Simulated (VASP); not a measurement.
# CuI (Marshite) (P4/nmm) in VASP: notebook, part 2 of 3

VASP 6.6.1.

### 4 Single point, r2SCAN

This run uses another cell than the first one, of 21.95 Å³/atom, 1.091 times its volume.

Contents of POSCAR:

```
CuI
1.0
    3.9685298215      0.0000000000      0.0000000000
    0.0000000000      3.9685298215      0.0000000000
    0.0000000000      0.0000000000      5.5742311789
Cu I
2 2
Direct
    0.0000000000      0.0000000000      0.0000000000
    0.5000000000      0.5000000000      0.0000000000
    0.0000000000      0.5000000000      0.2913000000
    0.5000000000      0.0000000000      0.7087000000
```

Contents of INCAR.step1:

```
  PREC = Accurate
  ENCUT = 520
  ISMEAR = 0
  SIGMA = 0.01
  LREAL = F
  LASPH = T
  NELM = 80
  NBANDS = 26
  GGA = PE
  ALGO = Normal
  EDIFF = 1E-4
  LWAVE = T
  LCHARG = F
```

Contents of INCAR.step2:

```
  PREC = Accurate
  ENCUT = 520
  EDIFF = 1E-6
  ISMEAR = 0
  SIGMA = 0.01
  LREAL = F
  LASPH = T
  NELM = 80
  ALGO = Normal
  ISIF = 2
  LWAVE = F
  LCHARG = F
  METAGGA = R2SCAN
  LMIXTAU = T
  NBANDS = 26
  ISTART = 1
```

Contents of KPOINTS:

```
Automatic mesh
0
Gamma
  6 6 4
```

Potentials or basis: VASP PAW PBE potentials, release 64 (Cu, I).

On the command line:

```bash
$ cat potpaw_PBE.64/Cu/POTCAR potpaw_PBE.64/I/POTCAR > POTCAR
$ cp INCAR.step1 INCAR
$ mpirun -np 1 vasp_std > vasp.out
$ cp INCAR.step2 INCAR
$ mpirun -np 1 vasp_std > vasp.out
```

OUTCAR:

```text
PREC = Accurate
   ENCUT = 520
   EDIFF = 1E-6
   ISMEAR = 0
   LREAL = F
   LASPH = T
   NELM = 80
   ISIF = 2
   METAGGA = R2SCAN
   ISTART = 1

 ion  position               nearest neighbor table
   1  0.000  0.000  0.000-   3 2.56   4 2.56   3 2.56   4 2.56
   2  0.500  0.500  0.000-   3 2.56   4 2.56   4 2.56   3 2.56
   3  0.000  0.500  0.291-   1 2.56   2 2.56   1 2.56   2 2.56
   4  0.500  0.000  0.709-   1 2.56   2 2.56   2 2.56   1 2.56

  LATTYP: Found a simple tetragonal cell.
 ALAT       =     3.9685298215
 C/A-ratio  =     1.4046086157

  Lattice vectors:

 A1 = (   3.9685298215,   0.0000000000,   0.0000000000)
 A2 = (   0.0000000000,   3.9685298215,   0.0000000000)
 A3 = (   0.0000000000,   0.0000000000,   5.5742311789)

Analysis of symmetry for initial positions (statically):
=====================================================================
 Subroutine PRICEL returns:
 Original cell was already a primitive cell.

 Routine SETGRP: Setting up the symmetry group for a
[... 167 lines left out ...]
 Free energy of the ion-electron system (eV)
  ---------------------------------------------------
  ext. energy  EPLUGINS =         0.00000000
  ---------------------------------------------------
  free energy    TOTEN  =       -71.10363610 eV

  energy without entropy =      -71.10363610  energy(sigma->0) =      -71.10363610

 E-fermi :   7.0410     XC(G=0): -10.7427

 val. band max:        6.9918710183   @ k =   0.0000   0.0000   0.0000
 cond. band min:       9.2012761987   @ k =   0.0000   0.0000   0.0000
 fundamental gap:      2.2094051804
 Fermi energy:         7.0409547134

 k-point     1 :       0.0000    0.0000    0.0000
  band No.  band energies     occupation
      1      -8.6221      2.00000
      2      -7.0967      2.00000
      3      -0.1110      2.00000
      4       2.5694      2.00000
      5       2.5694      2.00000
      6       2.5735      2.00000
[... 685 lines left out ...]
     25      15.1797      0.00000
     26      15.1797      0.00000

 [... further k-points ...]
[... 5 lines left out ...]
  --------------------------------------------------------------------------------------
  -------------------------------------------------------------------------------------
  Total        4.7488102      4.7488102      5.5610989      0.0000000      0.0000000     -0.0000000
  in kB       86.6664733     86.6664733    101.4908597      0.0000000      0.0000000     -0.0000000
  external PRESSURE =      91.6079354 kB  Pullay stress =       0.0000000 kB

 VOLUME and BASIS-vectors are now :
 -----------------------------------------------------------------------------
  energy-cutoff  :      520.00
  volume of cell :       87.79
      direct lattice vectors                 reciprocal lattice vectors
     3.968529822  0.000000000  0.000000000     0.251982483  0.000000000  0.000000000
     0.000000000  3.968529822  0.000000000     0.000000000  0.251982483  0.000000000
     0.000000000  0.000000000  5.574231179     0.000000000  0.000000000  0.179396937

 POSITION                                       TOTAL-FORCE (eV/Angst)
 -----------------------------------------------------------------------------------
      0.00000      0.00000      0.00000         0.000000      0.000000      0.000000
      1.98426      1.98426      0.00000         0.000000     -0.000000      0.000000
      0.00000      1.98426      1.62377         0.000000     -0.000000      0.311560
      1.98426      0.00000      3.95046         0.000000      0.000000     -0.311560
 -----------------------------------------------------------------------------------
    total drift:                                0.000000      0.000000      0.000000

  FREE ENERGIE OF THE ION-ELECTRON SYSTEM (eV)
  ---------------------------------------------------
  free  energy   TOTEN  =       -71.1036360973 eV

  energy  without entropy=      -71.1036360973  energy(sigma->0) =      -71.10363610
```

OSZICAR.step1:

```text
N       E                     dE             d eps       ncg     rms          rms(c)
DAV:   1     0.284130377521E+03    0.28413E+03   -0.15630E+04  1560   0.162E+03
DAV:   2     0.177088179402E+02   -0.26642E+03   -0.25409E+03  1562   0.333E+02
DAV:   3    -0.997675352255E+01   -0.27686E+02   -0.26991E+02  2098   0.126E+02
DAV:   4    -0.112417779473E+02   -0.12650E+01   -0.12615E+01  2088   0.241E+01
DAV:   5    -0.112992843264E+02   -0.57506E-01   -0.57498E-01  2458   0.493E+00    0.116E+01
DAV:   6    -0.110411679544E+02    0.25812E+00   -0.98930E+00  1894   0.747E+01    0.757E+00
DAV:   7    -0.105442137874E+02    0.49695E+00   -0.26894E+00  1930   0.487E+01    0.397E+00
DAV:   8    -0.105527956716E+02   -0.85819E-02   -0.17813E-01  2460   0.451E+00    0.952E-01
DAV:   9    -0.105385339699E+02    0.14262E-01   -0.61213E-02  2112   0.640E+00    0.412E-01
DAV:  10    -0.105392387446E+02   -0.70477E-03   -0.48721E-03  2414   0.102E+00    0.228E-01
DAV:  11    -0.105389741918E+02    0.26455E-03   -0.13910E-03  1946   0.972E-01    0.796E-02
DAV:  12    -0.105389832379E+02   -0.90461E-05   -0.16429E-04  1160   0.107E-01
   1 F= -.10538983E+02 E0= -.10538983E+02  d E =-.126502E-14
```

Run time: 2.3 min. Hardware: 1 thread of AMD EPYC 9R45 (Zen 5), shared host; peak memory 0.2 GiB.

What came out:

| Quantity | Value |
| --- | --- |
| Free energy | -71.1036 eV |
| Pressure | 9.2 GPa |
| Largest force | 0.312 eV/Å |
| Band gap on the k mesh | 2.21 eV, direct |

Forces in eV/Å, atoms in the order of the input:
```
Cu   0.000  0.000  0.000
Cu   0.000  0.000  0.000
I    0.000  0.000  0.312
I    0.000  0.000 -0.312
```

Stress tensor (GPa, compression positive):
```
 8.67  0.00  0.00
 0.00  8.67  0.00
 0.00  0.00 10.15
```

Caveat: the PAW data sets were made with another functional, which shifts forces and pressure a little; spin-orbit coupling is left out, which moves the levels of the heavy elements. r2SCAN opens gaps a little over a GGA but as a rule still falls short of measured ones.

### 5 Single point, r2SCAN

This run uses another cell than the first one, of 23.78 Å³/atom, 1.182 times its volume.

Contents of POSCAR:

```
CuI
1.0
    4.0758389656      0.0000000000      0.0000000000
    0.0000000000      4.0758389656      0.0000000000
    0.0000000000      0.0000000000      5.7249585272
Cu I
2 2
Direct
    0.0000000000      0.0000000000      0.0000000000
    0.5000000000      0.5000000000      0.0000000000
    0.0000000000      0.5000000000      0.2913000000
    0.5000000000      0.0000000000      0.7087000000
```

Contents of INCAR.step1:

```
ALGO = Normal
EDIFF = 1E-4
ENCUT = 520
GGA = PE
ISMEAR = 0
LASPH = T
LCHARG = F
LREAL = F
LWAVE = T
NBANDS = 26
NELM = 60
PREC = Accurate
SIGMA = 0.01
```

Contents of INCAR.step2:

```
ALGO = Normal
EDIFF = 1E-6
ENCUT = 520
ISIF = 2
ISMEAR = 0
ISTART = 1
LASPH = T
LCHARG = F
LMIXTAU = T
LREAL = F
LWAVE = F
METAGGA = R2SCAN
NBANDS = 26
NELM = 60
PREC = Accurate
SIGMA = 0.01
```

Contents of KPOINTS:

```
k-points
0
Gamma
  6 6 4
```

Potentials or basis: VASP PAW PBE potentials, release 64 (Cu, I).

On the command line:

```bash
$ cat potpaw_PBE.64/Cu/POTCAR potpaw_PBE.64/I/POTCAR > POTCAR
$ cp INCAR.step1 INCAR
$ mpirun -np 1 vasp_std > vasp.out
$ cp INCAR.step2 INCAR
$ mpirun -np 1 vasp_std > vasp.out
```

OUTCAR:

```text
EDIFF = 1E-6
   ENCUT = 520
   ISIF = 2
   ISMEAR = 0
   ISTART = 1
   LASPH = T
   LREAL = F
   METAGGA = R2SCAN
   NELM = 60
   PREC = Accurate

 ion  position               nearest neighbor table
   1  0.000  0.000  0.000-   3 2.63   4 2.63   3 2.63   4 2.63
   2  0.500  0.500  0.000-   3 2.63   4 2.63   4 2.63   3 2.63
   3  0.000  0.500  0.291-   1 2.63   2 2.63   1 2.63   2 2.63
   4  0.500  0.000  0.709-   1 2.63   2 2.63   2 2.63   1 2.63

  LATTYP: Found a simple tetragonal cell.
 ALAT       =     4.0758389656
 C/A-ratio  =     1.4046086157

  Lattice vectors:

 A1 = (   4.0758389656,   0.0000000000,   0.0000000000)
 A2 = (   0.0000000000,   4.0758389656,   0.0000000000)
 A3 = (   0.0000000000,   0.0000000000,   5.7249585272)

Analysis of symmetry for initial positions (statically):
=====================================================================
 Subroutine PRICEL returns:
 Original cell was already a primitive cell.

 Routine SETGRP: Setting up the symmetry group for a
 simple tetragonal supercell.

 Subroutine GETGRP returns: Found 16 space group operations
 (whereof  8 operations were pure point group operations)
 out of a pool of 16 trial point group operations.

The static configuration has the point symmetry D_2d.
 The point group associated with its full space group is D_4h.

Analysis of symmetry for dynamics (positions and initial velocities):
=====================================================================
 Subroutine PRICEL returns:
 Original cell was already a primitive cell.

 Routine SETGRP: Setting up the symmetry group for a
 simple tetragonal supercell.

 Subroutine GETGRP returns: Found 16 space group operations
[... 122 lines left out ...]
   EFERMI =   0.00;   METHOD = LEGACY
   ISMEAR =     0;   SIGMA  =   0.01  broadening in eV -4-tet -1-fermi 0-gaus
   EFERMI_NEDOS =   21; number of points for ismear=-14 and -15
   IALGO  =     38    algorithm
   IMIX   =      4    mixing-type and parameters
     AMIX     =   0.40;   BMIX     =  1.00
     AMIX_MAG =   1.60;   BMIX_MAG =  1.00
  volume/ion in A,a.u.               =      23.78       160.45
  Fermi-wavevector in a.u.,A,eV,Ry     =   1.184241  2.237892 19.081184  1.402427
  Thomas-Fermi vector in A             =   2.320460
   LORBIT       =      0    0 simple, 1 ext, 2 COOP (PROOUT), +10 PAW based schemes
   METAGGA = R2SCAN    functional components
   LHFCALC =     F    Hartree Fock is set to
   AEXX    =    0.0000 exact exchange contribution
   IVDW    =     0    specifies the selected vdW correction
   LEPSILON=     F    determine dielectric tensor
   LRPA    =     F    only Hartree local field effects (RPA)
 non-spin polarized calculation
 Gauss-broadening in eV      SIGMA  =   0.01
  energy-cutoff  :      520.00
  volume of cell :       95.11
 maximum number of plane-waves:      2596
   NGX = 15   NGY = 15   NGZ = 21

 number of electron      35.9999961 magnetization

 Free energy of the ion-electron system (eV)
  ---------------------------------------------------
  ext. energy  EPLUGINS =         0.00000000
  ---------------------------------------------------
  free energy    TOTEN  =       -71.36971639 eV

  energy without entropy =      -71.36971639  energy(sigma->0) =      -71.36971639

 E-fermi :   5.9365     XC(G=0): -10.3168

 val. band max:        5.8889693357   @ k =   0.0000   0.0000   0.0000
 cond. band min:       7.8821877125   @ k =   0.0000   0.0000   0.0000
 fundamental gap:      1.9932183767
 Fermi energy:         5.9364649839

 k-point     1 :       0.0000    0.0000    0.0000
  band No.  band energies     occupation
      1      -9.1124      2.00000
      2      -7.8463      2.00000
      3      -0.5853      2.00000
      4       1.8850      2.00000
      5       1.8850      2.00000
      6       1.9772      2.00000
[... 685 lines left out ...]
     25      14.1603      0.00000
     26      14.1603      0.00000

 [... further k-points ...]

------------------------ aborting loop because EDIFF is reached ----------------------------------------

  FORCE on cell =-STRESS in cart. coord.  units (eV):
  Direction    XX          YY          ZZ          XY          YZ          ZX
  --------------------------------------------------------------------------------------
  -------------------------------------------------------------------------------------
  Total        1.5172752      1.5172752      2.0885172      0.0000000      0.0000000      0.0000000
  in kB       25.5604542     25.5604542     35.1837617      0.0000000      0.0000000      0.0000000
  external PRESSURE =      28.7682233 kB  Pullay stress =       0.0000000 kB

 VOLUME and BASIS-vectors are now :
 -----------------------------------------------------------------------------
  energy-cutoff  :      520.00
  volume of cell :       95.11
      direct lattice vectors                 reciprocal lattice vectors
     4.075838966  0.000000000  0.000000000     0.245348260  0.000000000  0.000000000
     0.000000000  4.075838966  0.000000000     0.000000000  0.245348260  0.000000000
     0.000000000  0.000000000  5.724958527     0.000000000  0.000000000  0.174673754

 POSITION                                       TOTAL-FORCE (eV/Angst)
 -----------------------------------------------------------------------------------
      0.00000      0.00000      0.00000         0.000000     -0.000000      0.000000
      2.03792      2.03792      0.00000         0.000000      0.000000      0.000000
      0.00000      2.03792      1.66768         0.000000      0.000000     -0.353357
      2.03792      0.00000      4.05728        -0.000000     -0.000000      0.353357
 -----------------------------------------------------------------------------------
    total drift:                                0.000000      0.000000      0.000000

  FREE ENERGIE OF THE ION-ELECTRON SYSTEM (eV)
  ---------------------------------------------------
  free  energy   TOTEN  =       -71.3697163867 eV

  energy  without entropy=      -71.3697163867  energy(sigma->0) =      -71.36971639
```

OUTCAR.step1:

```text
EDIFF = 1E-4
   ENCUT = 520
   GGA = PE
   ISMEAR = 0
[... 927 lines left out ...]
      0.00000      0.00000      0.00000         0.000000     -0.000000     -0.000000
      2.03792      2.03792      0.00000         0.000000      0.000000     -0.000000
      0.00000      2.03792      1.66768        -0.000000     -0.000000     -0.112517
      2.03792      0.00000      4.05728         0.000000     -0.000000      0.112517
 -----------------------------------------------------------------------------------
    total drift:                                0.000000      0.000000     -0.000000

  FREE ENERGIE OF THE ION-ELECTRON SYSTEM (eV)
  ---------------------------------------------------
  free  energy   TOTEN  =       -10.8521915330 eV

  energy  without entropy=      -10.8521915330  energy(sigma->0) =      -10.85219153
```

OSZICAR.step1:

```text
N       E                     dE             d eps       ncg     rms          rms(c)
DAV:   1     0.279882269848E+03    0.27988E+03   -0.15270E+04  1560   0.158E+03
DAV:   2     0.157100719888E+02   -0.26417E+03   -0.25152E+03  1576   0.324E+02
DAV:   3    -0.102436010409E+02   -0.25954E+02   -0.25265E+02  2076   0.123E+02
DAV:   4    -0.114372691201E+02   -0.11937E+01   -0.11896E+01  2062   0.235E+01
DAV:   5    -0.114955605725E+02   -0.58291E-01   -0.58282E-01  2444   0.486E+00    0.102E+01
DAV:   6    -0.112880930384E+02    0.20747E+00   -0.87814E+00  1884   0.674E+01    0.675E+00
DAV:   7    -0.108543890993E+02    0.43370E+00   -0.23118E+00  1932   0.439E+01    0.351E+00
DAV:   8    -0.108649223693E+02   -0.10533E-01   -0.17038E-01  2466   0.504E+00    0.861E-01
DAV:   9    -0.108517933898E+02    0.13129E-01   -0.58690E-02  2154   0.600E+00    0.389E-01
DAV:  10    -0.108524559421E+02   -0.66255E-03   -0.39974E-03  2418   0.943E-01    0.239E-01
DAV:  11    -0.108521730112E+02    0.28293E-03   -0.14152E-03  1962   0.962E-01    0.824E-02
DAV:  12    -0.108521915330E+02   -0.18522E-04   -0.22041E-04  1372   0.896E-02
   1 F= -.10852192E+02 E0= -.10852192E+02  d E =-.907461E-40
```

It took 2.6 min on 1 thread of AMD EPYC 9R45 (Zen 5), shared host; peak memory 0.21 GiB.

Results:

| Property | Result |
| --- | --- |
| Free energy | -71.3697 eV |
| Pressure | 2.9 GPa |
| Largest force | 0.353 eV/Å |
| Band gap on the k mesh | 1.99 eV, direct |

Forces in eV/Å, atoms in the order of the input:
```
Cu   0.000  0.000  0.000
Cu   0.000  0.000  0.000
I    0.000  0.000 -0.353
I    0.000  0.000  0.353
```

Levels at points of the mesh, in eV from the valence-band top:
```
           k point  band 15  band 16  band 17  band 18  band 19  band 20  band 21  band 22
(0.00, 0.00, 0.00)    -1.42    -1.16     0.00     0.00     1.99     2.90     3.49     4.89
(0.50, 0.00, 0.00)    -1.40    -1.40    -0.81    -0.81     4.31     4.31     4.65     4.65
(0.50, 0.50, 0.00)    -1.88    -1.88    -1.39    -1.39     2.53     2.53     2.62     2.62
(0.00, 0.00, 0.50)    -1.46    -1.42    -0.79    -0.79     3.48     3.97     4.01     4.37
(0.50, 0.00, 0.50)    -0.78    -0.78    -0.72    -0.72     2.48     2.48     5.68     5.68
(0.50, 0.50, 0.50)    -1.96    -1.96    -1.21    -1.21     4.86     4.86     5.03     5.03
```

Caveat: the PAW data sets were made with another functional, which shifts forces and pressure a little; spin-orbit coupling is left out, which moves the levels of the heavy elements. r2SCAN opens gaps a little over a GGA but as a rule still falls short of measured ones.

### 6 Single point, r2SCAN

This run uses another cell than the first one, of 24.69 Å³/atom, 1.227 times its volume.

Contents of POSCAR:

```
CuI
1.0
    4.1274373415      0.0000000000      0.0000000000
    0.0000000000      4.1274373415      0.0000000000
    0.0000000000      0.0000000000      5.7974340506
Cu I
2 2
Direct
    0.0000000000      0.0000000000      0.0000000000
    0.5000000000      0.5000000000      0.0000000000
    0.0000000000      0.5000000000      0.2913000000
    0.5000000000      0.0000000000      0.7087000000
```

Contents of INCAR.step1:

```
PREC = Accurate ; ENCUT = 520
ISMEAR = 0 ; SIGMA = 0.01
LREAL = False ; LASPH = True
NELM = 100 ; NBANDS = 26
GGA = PE ; ALGO = Normal
EDIFF = 1E-4 ; LWAVE = True
LCHARG = False
```

Contents of INCAR.step2:

```
PREC = Accurate ; ENCUT = 520
EDIFF = 1E-6 ; ISMEAR = 0
SIGMA = 0.01 ; LREAL = False
LASPH = True ; NELM = 100
ALGO = Normal ; ISIF = 2
LWAVE = False ; LCHARG = True
METAGGA = R2SCAN ; LMIXTAU = True
LELF = True ; LVHAR = True
NBANDS = 26 ; ISTART = 1
```

Contents of KPOINTS:

```
regular mesh
0
Gamma
  6 6 4
```

Potentials or basis: VASP PAW PBE potentials, release 64 (Cu, I).

On the command line:

```bash
$ cat potpaw_PBE.64/Cu/POTCAR potpaw_PBE.64/I/POTCAR > POTCAR
$ cp INCAR.step1 INCAR
$ mpirun -np 1 vasp_std > vasp.out
$ cp INCAR.step2 INCAR
$ mpirun -np 1 vasp_std > vasp.out
```

It took 2.9 min on 1 thread of AMD EPYC 9R45 (Zen 5), shared host; peak memory 0.23 GiB.

It converged, with:

| Property | Result |
| --- | --- |
| Free energy | -71.4105 eV |
| Pressure | 0.7 GPa |
| Largest force | 0.608 eV/Å |
| Band gap on the k mesh | 1.90 eV, direct |

Forces in eV/Å, atoms in the order of the input:
```
Cu   0.000  0.000  0.000
Cu   0.000  0.000  0.000
I    0.000  0.000 -0.608
I    0.000  0.000  0.608
```

Stress tensor (GPa, compression positive):
```
0.48 0.00 0.00
0.00 0.48 0.00
0.00 0.00 1.20
```

Levels at points of the mesh, in eV from the valence-band top:
| k point | band 15 | band 16 | band 17 | band 18 | band 19 | band 20 | band 21 | band 22 |
| --- | --- | --- | --- | --- | --- | --- | --- | --- |
| (0.00, 0.00, 0.00) | -1.29 | -1.07 | 0.00 | 0.00 | 1.90 | 2.95 | 3.54 | 4.95 |
| (0.50, 0.00, 0.00) | -1.26 | -1.26 | -0.74 | -0.74 | 4.22 | 4.22 | 4.66 | 4.66 |
| (0.50, 0.50, 0.00) | -1.72 | -1.72 | -1.25 | -1.25 | 2.58 | 2.58 | 2.70 | 2.70 |
| (0.00, 0.00, 0.50) | -1.33 | -1.29 | -0.71 | -0.71 | 3.48 | 4.01 | 4.11 | 4.20 |
| (0.50, 0.00, 0.50) | -0.71 | -0.71 | -0.66 | -0.66 | 2.46 | 2.46 | 5.71 | 5.71 |
| (0.50, 0.50, 0.50) | -1.79 | -1.79 | -1.10 | -1.10 | 4.83 | 4.83 | 4.88 | 4.88 |

Caveat: the PAW data sets were made with another functional, which shifts forces and pressure a little; spin-orbit coupling is left out, which moves the levels of the heavy elements.

[end of part 2 of 3]
